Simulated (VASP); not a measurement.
# LiH (Fm-3m) in VASP: notebook

Aim: see how the results for LiH move with the level of theory and the settings. Levels: PBE0, PBE-based screened hybrid, PBE. Tasks: single point.

Program: VASP 6.6.1. These are calculated values, not measurements. Logs are shortened: lines on timing, memory, paths and dates and some standing lists are left out, and cuts for length are marked.

## 1. The cell of the first run

Symmetry: Fm-3m, No. 225, cubic system. The conventional cell has a = 3.997 Å, b = 3.997 Å, c = 3.997 Å, α = 90.00°, β = 90.00°, γ = 90.00°. Li (site symmetry m-3m) has 6 H at 2.00 Å within 2.6 Å. Within 2.6 Å of H (site symmetry m-3m) lie 6 Li at 2.00 Å.

## 2. Single point, PBE0

Input file POSCAR:

```
LiH
1.0
    0.0000000000      1.9984726907      1.9984726907
    1.9984726907      0.0000000000      1.9984726907
    1.9984726907      1.9984726907      0.0000000000
Li H
1 1
Direct
    0.0000000000      0.0000000000      0.0000000000
    0.5000000000      0.5000000000      0.5000000000
```

Input file INCAR.step1:

```
SYSTEM = LiH
  PREC = Accurate
  ENCUT = 520
  EDIFF = 1E-5
  ISMEAR = 0
  SIGMA = 0.01
  LREAL = .FALSE.
  LASPH = .TRUE.
  NELM = 80
  ALGO = Normal
  ISIF = 2
  LWAVE = .TRUE.
  LCHARG = .FALSE.
  GGA = PE
  NBANDS = 9
```

Input file INCAR.step2:

```
SYSTEM = LiH
  PREC = Accurate
  ENCUT = 520
  EDIFF = 1E-6
  ISMEAR = 0
  SIGMA = 0.01
  LREAL = .FALSE.
  LASPH = .TRUE.
  NELM = 80
  ALGO = Normal
  ISIF = 2
  LWAVE = .FALSE.
  LCHARG = .FALSE.
  GGA = PE
  LHFCALC = .TRUE.
  AEXX = 0.25
  PRECFOCK = Normal
  ISTART = 1
  NBANDS = 9
```

Input file KPOINTS:

```
regular mesh
0
G
  6 6 6
  0 0 0
```

Potentials or basis: VASP PAW PBE potentials, release 64 (Li_sv, H).

Run with:

```sh
$ cat potpaw_PBE.64/Li_sv/POTCAR potpaw_PBE.64/H/POTCAR > POTCAR
$ cp INCAR.step1 INCAR
$ mpirun -np 1 vasp_std > vasp.out
$ cp INCAR.step2 INCAR
$ mpirun -np 1 vasp_std > vasp.out
```

OUTCAR:

```text
SYSTEM = LiH
   PREC = Accurate
   ENCUT = 520
   EDIFF = 1E-6
   ISMEAR = 0
   LREAL = .FALSE.
   LASPH = .TRUE.
   NELM = 80
   ISIF = 2
   GGA = PE
   LHFCALC = .TRUE.
   AEXX = 0.25
   PRECFOCK = Normal
   ISTART = 1

 ion  position               nearest neighbor table
   1  0.000  0.000  0.000-
   2  0.500  0.500  0.500-

  LATTYP: Found a face centered cubic cell.
 ALAT       =     3.9969453814

  Lattice vectors:

 A1 = (   0.0000000000,   1.9984726907,   1.9984726907)
 A2 = (   1.9984726907,   0.0000000000,   1.9984726907)
 A3 = (   1.9984726907,   1.9984726907,   0.0000000000)

Analysis of symmetry for initial positions (statically):
=====================================================================
 Subroutine PRICEL returns:
 Original cell was already a primitive cell.

 Routine SETGRP: Setting up the symmetry group for a
 face centered cubic supercell.

 Subroutine GETGRP returns: Found 48 space group operations
 (whereof 48 operations were pure point group operations)
 out of a pool of 48 trial point group operations.

The static configuration has the point symmetry O_h .

Analysis of symmetry for dynamics (positions and initial velocities):
=====================================================================
 Subroutine PRICEL returns:
 Original cell was already a primitive cell.

 Routine SETGRP: Setting up the symmetry group for a
 face centered cubic supercell.

 Subroutine GETGRP returns: Found 48 space group operations
 (whereof 48 operations were pure point group operations)
 out of a pool of 48 trial point group operations.

The dynamic configuration has the point symmetry O_h .

 Subroutine INISYM returns: Found 48 space group operations
 (whereof 48 operations are pure point group operations),
 and found     1 'primitive' translations

----------------------------------------------------------------------------------------

                                     Primitive cell

  volume of cell :      15.9634

  direct lattice vectors                    reciprocal lattice vectors
     0.000000000  1.998472691  1.998472691    -0.250191060  0.250191060  0.250191060
     1.998472691  0.000000000  1.998472691     0.250191060 -0.250191060  0.250191060
     1.998472691  1.998472691  0.000000000     0.250191060  0.250191060 -0.250191060

  length of vectors
     2.826267183  2.826267183  2.826267183     0.433343627  0.433343627  0.433343627

  position of ions in fractional coordinates (direct lattice)
     0.000000000  0.000000000  0.000000000
     0.500000000  0.500000000  0.500000000

  ion indices of the primitive-cell ions
   primitive index   ion index
                 1           1
                 2           2

----------------------------------------------------------------------------------------

 KPOINTS: regular mesh

Automatic generation of k-mesh.
 Grid dimensions read from file:
 generate k-points for:    6    6    6

 Generating k-lattice:

  Cartesian coordinates                     Fractional coordinates (reciprocal lattice)
    -0.041698510  0.041698510  0.041698510     0.166666667  0.000000000  0.000000000
     0.041698510 -0.041698510  0.041698510     0.000000000  0.166666667  0.000000000
     0.041698510  0.041698510 -0.041698510     0.000000000  0.000000000  0.166666667

  Length of vectors
     0.072223938  0.072223938  0.072223938

  Shift w.r.t. Gamma in fractional coordinates (k-lattice)
     0.000000000  0.000000000  0.000000000

 Subroutine IBZKPT returns following result:
 ===========================================

 Found     16 irreducible k-points:

 Following reciprocal coordinates:
            Coordinates               Weight
  0.000000  0.000000  0.000000      1.000000
  0.166667  0.000000  0.000000      8.000000
  0.333333  0.000000  0.000000      8.000000
  0.500000  0.000000  0.000000      4.000000
  0.166667  0.166667  0.000000      6.000000
  0.333333  0.166667  0.000000     24.000000
[... 8 lines left out ...]
 -0.333333  0.333333  0.166667     24.000000
 -0.333333  0.500000  0.166667     12.000000
   k-points           NKPTS =     16   k-points in BZ     NKDIM =    216   number of bands    NBANDS=      9
   number of dos      NEDOS =    301   number of ions     NIONS =      2
   total plane-waves  NPLWV =  13824
   dimension x,y,z NGX =    24 NGY =   24 NGZ =   24
   dimension x,y,z NGXF=    48 NGYF=   48 NGZF=   48
   ions per type =               1   1
   NGX,Y,Z   is equivalent  to a cutoff of  14.12, 14.12, 14.12 a.u.
   NGXF,Y,Z  is equivalent  to a cutoff of  28.23, 28.23, 28.23 a.u.
 SYSTEM =  LiH
   PREC   = accura    normal or accurate (medium, high low for compatibility)
   ISTART =      1    job   : 0-new  1-cont  2-samecut
   ICHARG =      0    charge: 1-file 2-atom 10-const
   ISPIN  =      1    spin polarized calculation?
   LNONCOLLINEAR =      F non collinear calculations
   LSORBIT =      F    spin-orbit coupling
   LASPH  =      T    aspherical Exc in radial PAW
   ENCUT  =  520.0 eV  38.22 Ry    6.18 a.u.   5.25  5.25  5.25*2*pi/ulx,y,z
   NELM   =     80;   NELMIN=  2; NELMDL=  0     # of ELM steps
   EDIFF  = 0.1E-05   stopping-criterion for ELM
   LREAL  =      F    real-space projection
   EDIFFG = 0.1E-04   stopping-criterion for IOM
   NSW    =      0    number of steps for IOM
   IBRION =     -1    ionic relax: 0-MD 1-quasi-New 2-CG
   NFREE  =      0    steps in history (QN), initial steepest desc. (CG)
   ISIF   =      2    stress and relaxation
   ISYM   =      3    0-nonsym 1-usesym 2-fastsym
   POTIM  = 0.5000    time-step for ionic-motion
   TEBEG  =    0.0;   TEEND  =   0.0 temperature during run
   PSTRESS=    0.0 pullay stress
   NELECT =       4.0000    total number of electrons
   NUPDOWN=      -1.0000    fix difference up-down
   EMIN   =  10.00;   EMAX   =-10.00  energy-range for DOS
   EFERMI =   0.00;   METHOD = LEGACY
   ISMEAR =     0;   SIGMA  =   0.01  broadening in eV -4-tet -1-fermi 0-gaus
   EFERMI_NEDOS =   21; number of points for ismear=-14 and -15
   IALGO  =     38    algorithm
   IMIX   =      1    mixing-type and parameters
     AMIX     =   0.40;   BMIX     =  1.00
     AMIX_MAG =   1.60;   BMIX_MAG =  1.00
  volume/ion in A,a.u.               =       7.98        53.86
  Fermi-wavevector in a.u.,A,eV,Ry     =   1.032096  1.950378 14.493217  1.065221
  Thomas-Fermi vector in A             =   2.166276
   LORBIT       =      0    0 simple, 1 ext, 2 COOP (PROOUT), +10 PAW based schemes
   GGA     = PE    functional components
   LHFCALC =     T    Hartree Fock is set to
   PRECFOCK=normal    Normal, Fast or Accurate (Low or Medium for compatibility)
   ENCUT4O =  -1.0   cutoff for four orbital integrals eV
   NKREDX  =     1    reduce k-point grid by
   NKREDY  =     1    reduce k-point grid by
   NKREDZ  =     1    reduce k-point grid by
   AEXX    =    0.2500 exact exchange contribution
   HFSCREEN=    0.0000 screening length (either q_TF or 0.3 A-1)
   HFSCREENC=   0.0000 screening length for correlation (either q_TF or 0.3 A-1)
   ENCUTFOCK=  -1.0 apply spherical cutoff to Coloumb kernel
   IVDW    =     0    specifies the selected vdW correction
   LEPSILON=     F    determine dielectric tensor
   LRPA    =     F    only Hartree local field effects (RPA)
 non-spin polarized calculation
 Gauss-broadening in eV      SIGMA  =   0.01
  energy-cutoff  :      520.00
  volume of cell :       15.96
 maximum number of plane-waves:       444
 NGX is ok and might be reduce to    24
  NGX = 16; NGY = 16; NGZ = 16

 number of electron       3.9999996 magnetization

 Free energy of the ion-electron system (eV)
  ---------------------------------------------------
  ext. energy  EPLUGINS =         0.00000000
  ---------------------------------------------------
  free energy    TOTEN  =        -7.14045227 eV

  energy without entropy =       -7.14045227  energy(sigma->0) =       -7.14045227

 E-fermi :  -0.7779     XC(G=0):  -6.7544

 val. band max:       -0.9419878206   @ k =   0.5000   0.5000   0.0000
 cond. band min:       3.7548615519   @ k =   0.5000   0.5000   0.0000
 fundamental gap:      4.6968493726
 Fermi energy:        -0.7779024401

 k-point     1 :       0.0000    0.0000    0.0000
  band No.  band energies     occupation
      1     -48.2673      2.00000
      2      -7.1094      2.00000
      3      17.8884      0.00000
      4      19.4095      0.00000
      5      19.4095      0.00000
      6      19.4095      0.00000
      7      24.0060      0.00000
      8      24.0060      0.00000
      9      24.0060      0.00000

 k-point     2 :       0.1667    0.0000    0.0000
  band No.  band energies     occupation
      1     -48.2542      2.00000
      2      -6.5460      2.00000
      3      13.8607      0.00000
      4      17.6268      0.00000
      5      18.5333      0.00000
      6      18.5333      0.00000
      7      23.8919      0.00000
      8      25.3615      0.00000
      9      25.3615      0.00000

 k-point     3 :       0.3333    0.0000    0.0000
  band No.  band energies     occupation
      1     -48.2277      2.00000
      2      -5.0361      2.00000
      3       8.3604      0.00000
      4      15.8360      0.00000
      5      17.8777      0.00000
      6      17.8777      0.00000
      7      22.0960      0.00000
      8      22.0960      0.00000
      9      26.5259      0.00000

 k-point     4 :       0.5000    0.0000    0.0000
  band No.  band energies     occupation
      1     -48.2143      2.00000
      2      -3.8761      2.00000
      3       5.7912      0.00000
      4      15.1586      0.00000
      5      17.9362      0.00000
      6      17.9362      0.00000
      7      20.5501      0.00000
      8      20.5501      0.00000
      9      28.9206      0.00000
[... 109 lines left out ...]
 k-point    14 :       0.5000    0.3333    0.1667
  band No.  band energies     occupation
      1     -48.2118      2.00000
      2      -3.4396      2.00000
      3       8.2325      0.00000
      4       9.1126      0.00000
      5      14.2209      0.00000
      6      18.8217      0.00000
      7      22.1859      0.00000
      8      26.8762      0.00000
      9      30.9102      0.00000

 k-point    15 :      -0.3333    0.3333    0.1667
  band No.  band energies     occupation
      1     -48.2034      2.00000
      2      -2.1423      2.00000
      3       6.0892      0.00000
      4       8.1180      0.00000
      5      13.7863      0.00000
      6      18.4720      0.00000
      7      25.3740      0.00000
      8      27.1280      0.00000
      9      29.2382      0.00000

 k-point    16 :      -0.3333    0.5000    0.1667
  band No.  band energies     occupation
      1     -48.2000      2.00000
      2      -1.1309      2.00000
      3       4.8483      0.00000
      4       8.0447      0.00000
      5      12.8148      0.00000
      6      19.1214      0.00000
      7      21.1711      0.00000
      8      30.3894      0.00000
      9      30.9791      0.00000

------------------------ aborting loop because EDIFF is reached ----------------------------------------

  FORCE on cell =-STRESS in cart. coord.  units (eV):
  Direction    XX          YY          ZZ          XY          YZ          ZX
  --------------------------------------------------------------------------------------
  -------------------------------------------------------------------------------------
  Total       -0.0404123     -0.0404123     -0.0404123      0.0000000      0.0000000      0.0000000
  in kB       -4.0560182     -4.0560182     -4.0560182      0.0000000      0.0000000      0.0000000
  external PRESSURE =      -4.0560182 kB  Pullay stress =       0.0000000 kB

 VOLUME and BASIS-vectors are now :
 -----------------------------------------------------------------------------
  energy-cutoff  :      520.00
  volume of cell :       15.96
      direct lattice vectors                 reciprocal lattice vectors
     0.000000000  1.998472691  1.998472691    -0.250191060  0.250191060  0.250191060
     1.998472691  0.000000000  1.998472691     0.250191060 -0.250191060  0.250191060
     1.998472691  1.998472691  0.000000000     0.250191060  0.250191060 -0.250191060

 POSITION                                       TOTAL-FORCE (eV/Angst)
 -----------------------------------------------------------------------------------
      0.00000      0.00000      0.00000         0.000000      0.000000      0.000000
      1.99847      1.99847      1.99847        -0.000000     -0.000000     -0.000000
 -----------------------------------------------------------------------------------
    total drift:                                0.000000      0.000000      0.000000

  FREE ENERGIE OF THE ION-ELECTRON SYSTEM (eV)
  ---------------------------------------------------
  free  energy   TOTEN  =        -7.1404522734 eV

  energy  without entropy=       -7.1404522734  energy(sigma->0) =       -7.14045227
```

Wall time 23 s (1 thread of Intel Xeon Platinum 8488C (Sapphire Rapids), shared host); peak memory 0.14 GiB.

What came out:

| Property | Result |
| --- | --- |
| Free energy | -7.1405 eV |
| Band gap on the k mesh | 4.70 eV, direct |

Levels at points of the mesh, in eV from the valence-band top:
| k point | band 1 | band 2 | band 3 | band 4 | band 5 | band 6 |
| --- | --- | --- | --- | --- | --- | --- |
| (0.00, 0.00, 0.00) | -47.33 | -6.17 | 18.83 | 20.35 | 20.35 | 20.35 |
| (0.50, 0.00, 0.00) | -47.27 | -2.93 | 6.73 | 16.10 | 18.88 | 18.88 |
| (0.50, 0.50, 0.00) | -47.26 | 0.00 | 4.70 | 13.00 | 13.00 | 16.08 |

Caveat: the k points lie up to 0.45 Å⁻¹ apart; the cutoff is under 1.25 times the usual one of these potentials, so pressure, stress and relaxed cells hold a basis-set (Pulay) error; the PAW data sets were made with another functional, which shifts forces and pressure a little. A k mesh can miss the band edges.

## 3. Single point, PBE-based screened hybrid

POSCAR is that of step 2.

Input file INCAR.step1:

```
SYSTEM = LiH
  PREC = Accurate
  ENCUT = 520
  EDIFF = 1E-5
  ISMEAR = 0
  SIGMA = 0.01
  LREAL = .False.
  LASPH = .True.
  NELM = 80
  ALGO = Normal
  ISIF = 2
  LWAVE = .True.
  LCHARG = .False.
  GGA = PE
  NBANDS = 9
```

Input file INCAR.step2:

```
SYSTEM = LiH
  PREC = Accurate
  ENCUT = 520
  EDIFF = 1E-6
  ISMEAR = 0
  SIGMA = 0.01
  LREAL = .False.
  LASPH = .True.
  NELM = 80
  ALGO = Normal
  ISIF = 2
  LWAVE = .False.
  LCHARG = .False.
  GGA = PE
  LHFCALC = .True.
  AEXX = 1.0
  HFSCREEN = 0.3
  PRECFOCK = Normal
  ISTART = 1
  NBANDS = 9
  ALDAC = 1.0
  AGGAC = 1.0
```

Input file KPOINTS:

```
regular mesh
0
Gamma
  6 6 6
  0 0 0
```

Potentials or basis: VASP PAW PBE potentials, release 64 (Li_sv, H).

Run with:

```sh
$ cat potpaw_PBE.64/Li_sv/POTCAR potpaw_PBE.64/H/POTCAR > POTCAR
$ cp INCAR.step1 INCAR
$ mpirun -np 1 vasp_std > vasp.out
$ cp INCAR.step2 INCAR
$ mpirun -np 1 vasp_std > vasp.out
```

Wall time 38 s (1 thread of Intel Xeon Platinum 8488C (Sapphire Rapids), shared host); peak memory 0.23 GiB.

It converged, with:

| Quantity | Value |
| --- | --- |
| Free energy | -8.4075 eV |
| Band gap on the k mesh | 6.40 eV, direct |

Levels at points of the mesh, in eV from the valence-band top:
```csv
k point,band 1,band 2,band 3,band 4,band 5
"(0.00, 0.00, 0.00)",-55.93,-7.52,22.55,23.24,23.24
"(0.50, 0.00, 0.00)",-55.87,-3.32,8.40,19.13,21.65
"(0.50, 0.50, 0.00)",-55.86,0.00,6.40,15.44,15.44
```

Caveat: the k points lie up to 0.45 Å⁻¹ apart; the cutoff is under 1.25 times the usual one of these potentials, so pressure, stress and relaxed cells hold a basis-set (Pulay) error; the PAW data sets were made with another functional, which shifts forces and pressure a little.

## 4. Single point, PBE

Input file INCAR:

```
PREC     = Accurate       # precision mode
ENCUT    = 750            # plane-wave cutoff, eV
EDIFF    = 1E-6           # SCF threshold, eV
ISMEAR   = 0              # smearing method
SIGMA    = 0.01           # smearing width, eV
LREAL    = False          # projectors in reciprocal space
LASPH    = True           # aspherical terms in the spheres
NELM     = 120            # most SCF steps
ALGO     = Normal         # electronic algorithm
ISIF     = 2              # what is computed and relaxed
LWAVE    = False          # write WAVECAR
LCHARG   = True           # write CHGCAR
GGA      = PE             # functional
LELF     = True           # ELF
LVHAR    = True         
NBANDS   = 9              # bands
GGA_COMPAT= False
```

Input file KPOINTS:

```
regular mesh
0
Gamma
  4 4 4
```

POSCAR is that of step 3.

Run with:

```sh
$ cat potpaw_PBE.64/Li_sv/POTCAR potpaw_PBE.64/H/POTCAR > POTCAR
$ mpirun -np 1 vasp_std > vasp.out
```

It took 2.3 s on 1 thread of Intel Xeon Platinum 8481C at 2.70GHz (Sapphire Rapids), shared host; peak memory 0.14 GiB.

The run converged. Its results:

```yaml
Free_energy: -6.1121 eV
Pressure: 0.4 GPa
Band_gap_on_the_k_mesh: 2.96 eV, direct
```

Levels at points of the mesh, in eV from the valence-band top:
```
           k point  band 1  band 2  band 3  band 4  band 5  band 6  band 7
(0.00, 0.00, 0.00)  -44.30   -5.48   16.20   17.96   17.96   17.96   22.70
(0.50, 0.00, 0.00)  -44.25   -2.66    4.92   13.74   16.57   16.57   19.15
(0.50, 0.50, 0.00)  -44.24    0.00    2.96   10.84   10.84   14.02   17.36
```

Caveat: the k points lie up to 0.68 Å⁻¹ apart. A k mesh can miss the band edges.

## 5. Summary

```tsv
level	k mesh	cutoff (eV)	grid for exact exchange (PRECFOCK)	share of exact exchange	screening parameter	gap on the mesh (eV)
PBE0	6 × 6 × 6	520	Normal	-	-	4.70
PBE-based screened hybrid	6 × 6 × 6	520	Normal	1	0.3 1/Å	6.40
PBE	4 × 4 × 4	750	-	-	-	2.96
```

Alike in all rows: task single point; potentials or basis VASP PAW PBE potentials, release 64 (Li_sv, H); no spin polarisation; cell as given; smearing gaussian 0.01 eV.

Caveats: all runs use coarse meshes; the cutoff is under 1.25 times the usual one of these potentials, so pressure, stress and relaxed cells hold a basis-set (Pulay) error (some runs); the PAW data sets were made with another functional, which shifts forces and pressure a little (some runs).

Absolute energies hang on the potentials; compare differences alone.
